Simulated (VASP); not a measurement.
# NdMo (R-3m) in VASP: a series of runs, part 2 of 2

VASP 6.6.1. Earlier steps stand in the parts before.

### Step 4. Single point, PBE (25.02 Å³/atom)

This run uses another cell than the first one, of 25.02 Å³/atom.

INCAR reads:

```
PREC = Accurate
ENCUT = 500
EDIFF = 1E-6
ISMEAR = 0
SIGMA = 0.1
LREAL = False
LASPH = True
NELM = 200
ALGO = Normal
ISIF = 2
LWAVE = False
LCHARG = False
GGA = PE
NBANDS = 33
GGA_COMPAT = False
LMAXMIX = 6
```

KPOINTS reads:

```
regular mesh
0
Gamma
  12 12 12
```

POSCAR reads:

```
NdMo
1.0
    2.1396414076      1.2353225426      6.3117170751
   -2.1396414076      1.2353225426      6.3117170751
    0.0000000000     -2.4706450853      6.3117170751
Nd Mo
2 2
Direct
    0.1028659702      0.1028659702      0.1028659702
    0.8971340298      0.8971340298      0.8971340298
    0.6813133333      0.6813133333      0.6813133333
    0.3186866667      0.3186866667      0.3186866667
```

Potentials or basis: VASP PAW PBE potentials, release 64 (Nd_3, Mo_sv), 4f in core.

Launch:

```
cat potpaw_PBE.64/Nd_3/POTCAR potpaw_PBE.64/Mo_sv/POTCAR > POTCAR
mpirun -np 1 vasp_std > vasp.out
```

OUTCAR:

```text
PREC = Accurate
   ENCUT = 500
   EDIFF = 1E-6
   ISMEAR = 0
   LREAL = False
   LASPH = True
   NELM = 200
   ISIF = 2
   GGA = PE

 ion  position               nearest neighbor table
   1  0.103  0.103  0.103-   3 2.98   3 2.98   3 2.98   4 3.32   4 3.32   4 3.32   2 3.46   2 3.46
                             2 3.46
   2  0.897  0.897  0.897-   4 2.98   4 2.98   4 2.98   3 3.32   3 3.32   3 3.32   1 3.46   1 3.46
                             1 3.46
   3  0.681  0.681  0.681-   4 2.53   4 2.53   4 2.53   1 2.98   1 2.98   1 2.98   2 3.32   2 3.32
                             2 3.32
[... 1070 lines left out ...]
  -------------------------------------------------------------------------------------
  Total        2.2043010      2.2043010      2.1596858      0.0000000     -0.0000000      0.0000000
  in kB       35.2826623     35.2826623     34.5685384      0.0000000     -0.0000000      0.0000000
  external PRESSURE =      35.0446210 kB  Pullay stress =       0.0000000 kB

 VOLUME and BASIS-vectors are now :
 -----------------------------------------------------------------------------
  energy-cutoff  :      500.00
  volume of cell :      100.10
      direct lattice vectors                 reciprocal lattice vectors
     2.139641408  1.235322543  6.311717075     0.233684017  0.134917530  0.052811831
    -2.139641408  1.235322543  6.311717075    -0.233684017  0.134917530  0.052811831
     0.000000000 -2.470645085  6.311717075     0.000000000 -0.269835061  0.052811831

 POSITION                                       TOTAL-FORCE (eV/Angst)
 -----------------------------------------------------------------------------------
      0.00000     -0.00000      1.94778         0.000000     -0.000000      0.020810
      0.00000     -0.00000     16.98737         0.000000      0.000000     -0.020810
      0.00000     -0.00000     12.90077         0.000000     -0.000000      0.031119
      0.00000     -0.00000      6.03438         0.000000      0.000000     -0.031119
 -----------------------------------------------------------------------------------
    total drift:                                0.000000     -0.000000      0.000000

  FREE ENERGIE OF THE ION-ELECTRON SYSTEM (eV)
  ---------------------------------------------------
  free  energy   TOTEN  =       -29.9320675001 eV

  energy  without entropy=      -29.9143827639  energy(sigma->0) =      -29.92322513
```

OSZICAR:

```text
N       E                     dE             d eps       ncg     rms          rms(c)
DAV:   1     0.522332384817E+03    0.52233E+03   -0.27604E+04 12618   0.145E+03
DAV:   2    -0.674114171096E+01   -0.52907E+03   -0.51459E+03 14247   0.433E+02
DAV:   3    -0.304830034586E+02   -0.23742E+02   -0.23065E+02 20670   0.775E+01
DAV:   4    -0.311675004904E+02   -0.68450E+00   -0.68149E+00 17163   0.108E+01
DAV:   5    -0.311870188633E+02   -0.19518E-01   -0.19509E-01 18194   0.158E+00    0.178E+01
DAV:   6    -0.301668142286E+02    0.10202E+01   -0.25622E+00 15289   0.942E+00    0.599E+00
DAV:   7    -0.300432400078E+02    0.12357E+00   -0.11090E+00 19102   0.387E+00    0.312E+00
DAV:   8    -0.299415972897E+02    0.10164E+00   -0.53153E-01 15611   0.300E+00    0.115E+00
DAV:   9    -0.299314602613E+02    0.10137E-01   -0.38486E-02 17913   0.963E-01    0.379E-01
DAV:  10    -0.299320357655E+02   -0.57550E-03   -0.54123E-03 17549   0.288E-01    0.141E-01
DAV:  11    -0.299320946460E+02   -0.58881E-04   -0.81363E-04 15271   0.182E-01    0.356E-02
DAV:  12    -0.299320705489E+02    0.24097E-04   -0.11957E-04 15443   0.658E-02    0.149E-02
DAV:  13    -0.299320678601E+02    0.26889E-05   -0.74130E-06 15417   0.173E-02    0.432E-03
DAV:  14    -0.299320675001E+02    0.35994E-06   -0.63054E-07  8871   0.445E-03
   1 F= -.29932068E+02 E0= -.29923225E+02  d E =-.176847E-01
```

It took 9.8 min on 1 thread of Intel Xeon 6975P-C (Granite Rapids), shared host; peak memory 0.7 GiB.

What came out:

```
Free energy            : -29.9321 eV
Pressure               : 3.5 GPa
Largest force          : 0.031 eV/Å
Band gap on the k mesh : zero (bands 25 and 26 overlap by 0.99 eV)
```

Forces in eV/Å, atoms in the order of the input:
```
Nd   0.000  0.000  0.021
Nd   0.000  0.000 -0.021
Mo   0.000  0.000  0.031
Mo   0.000  0.000 -0.031
```

Caveat: the cell stands under pressure; spin-orbit coupling is left out, which moves the levels of the heavy elements; the 4f electrons are frozen in the core, so they carry no moment and show no levels. Spin polarisation is off, so any magnetic state and its effect on volume and gap are missing.

### Step 5. Relaxation of shape and atoms at fixed volume, PBE (25.82 Å³/atom)

This run uses another cell than the first one, of 25.82 Å³/atom.

INCAR reads:

```
ALGO     = Normal         # electronic algorithm
EDIFF    = 1E-7           # SCF threshold, eV
EDIFFG   = -0.01          # ionic threshold
ENCUT    = 500            # plane-wave cutoff, eV
GGA      = PE             # functional
GGA_COMPAT= F            
IBRION   = 2              # ionic algorithm
ISIF     = 4              # what is computed and relaxed
ISMEAR   = 0              # smearing method
LASPH    = T              # aspherical terms in the spheres
LCHARG   = F              # write CHGCAR
LMAXMIX  = 6              # l up to which the mixer works
LREAL    = F              # projectors in reciprocal space
LWAVE    = F              # write WAVECAR
NELM     = 200            # most SCF steps
NELMIN   = 4            
NSW      = 50             # ionic steps
PREC     = Accurate       # precision mode
SIGMA    = 0.1            # smearing width, eV
```

KPOINTS reads:

```
k-points
0
Gamma
  12 12 12
```

POSCAR reads:

```
NdMo
1.0
    2.1348239122      1.2325411604      6.5425835076
   -2.1348239122      1.2325411604      6.5425835076
    0.0000000000     -2.4650823207      6.5425835076
Nd Mo
2 2
Direct
    0.0996641423      0.0996641423      0.0996641423
    0.9003358577      0.9003358577      0.9003358577
    0.6807178002      0.6807178002      0.6807178002
    0.3192821998      0.3192821998      0.3192821998
```

Launch:

```
cat potpaw_PBE.64/Nd_3/POTCAR potpaw_PBE.64/Mo_sv/POTCAR > POTCAR
mpirun -np 1 vasp_std > vasp.out
```

Wall time 47 min (1 thread of Intel Xeon 6975P-C (Granite Rapids), shared host); peak memory 0.74 GiB.

The run converged. Its results:

* Free energy: -29.9819 eV
* Energy gained by relaxing: 3.5 meV/atom
* Ionic steps: 5
* Pressure after relaxing: 1.6 GPa
* Band gap on the k mesh: zero (bands 25 and 26 overlap by 0.90 eV)

The path:
```
step  energy change (eV)  largest force (eV/Å)  pressure (GPa)  volume (Å³)
   1              0.0000                0.2559            2.92       103.29
   2             -0.0089                0.1518            2.37       103.29
   3             -0.0124                0.1003            1.78       103.29
   4             -0.0136                0.0441            1.68       103.29
   5             -0.0139                0.0001            1.61       103.29
```

Final structure:
```cif
data_structure
_symmetry_space_group_name_H-M 'P 1'
_symmetry_Int_Tables_number 1
_cell_length_a 6.9145
_cell_length_b 6.9145
_cell_length_c 6.9145
_cell_angle_alpha 36.223
_cell_angle_beta 36.223
_cell_angle_gamma 36.223
_cell_volume 103.29
loop_
_atom_site_label
_atom_site_type_symbol
_atom_site_fract_x
_atom_site_fract_y
_atom_site_fract_z
_atom_site_occupancy
Nd1 Nd 0.10136 0.10136 0.10136 1
Nd2 Nd 0.89864 0.89864 0.89864 1
Mo1 Mo 0.68118 0.68118 0.68118 1
Mo2 Mo 0.31882 0.31882 0.31882 1
```

Levels at points of the mesh, in eV from the Fermi level:
| k point | band 22 | band 23 | band 24 | band 25 | band 26 | band 27 | band 28 | band 29 |
| --- | --- | --- | --- | --- | --- | --- | --- | --- |
| (0.00, 0.00, 0.00) | -1.22 | -1.22 | -0.94 | -0.94 | 0.15 | 0.96 | 0.96 | 2.05 |
| (0.50, 0.00, 0.00) | -1.69 | -1.31 | -0.75 | 0.25 | 1.13 | 1.42 | 1.56 | 1.66 |
| (0.50, 0.50, 0.00) | -1.62 | -1.41 | -0.70 | 0.42 | 0.62 | 0.93 | 1.76 | 1.87 |
| (0.50, 0.50, 0.50) | -1.11 | -1.11 | -0.62 | -0.62 | 0.32 | 0.32 | 0.40 | 2.63 |

Caveat: spin-orbit coupling is left out, which moves the levels of the heavy elements; the 4f electrons are frozen in the core, so they carry no moment and show no levels. Spin polarisation is off, so any magnetic state and its effect on volume and gap are missing.

### Step 6. Overview

```csv
task,cell,gap on the mesh (eV),pressure (GPa),largest force (eV/Å)
relaxation of shape and atoms at fixed volume,"relaxed from a = 7.284 Å, angles 34.9°, 4 atoms, atomic positions A",none,-1.9,-
single point,"a = 6.644 Å, angles 37.4°, 4 atoms, atomic positions B",none,5.7,0.03
single point,"a = 6.778 Å, angles 36.8°, 4 atoms, atomic positions C",none,3.5,0.03
relaxation of shape and atoms at fixed volume,"relaxed from a = 6.992 Å, angles 35.6°, 4 atoms, atomic positions D",none,1.6,-
```

Alike in all rows: level PBE; potentials or basis VASP PAW PBE potentials, release 64 (Nd_3, Mo_sv), 4f in core; no spin polarisation; k mesh 12 × 12 × 12; cutoff (eV) 500; smearing gaussian 0.1 eV.

Caveats: spin-orbit coupling is left out, which moves the levels of the heavy elements; the 4f electrons are frozen in the core, so they carry no moment and show no levels; the cell stands under pressure (at least some runs).

Absolute energies hang on the potentials; compare differences alone.
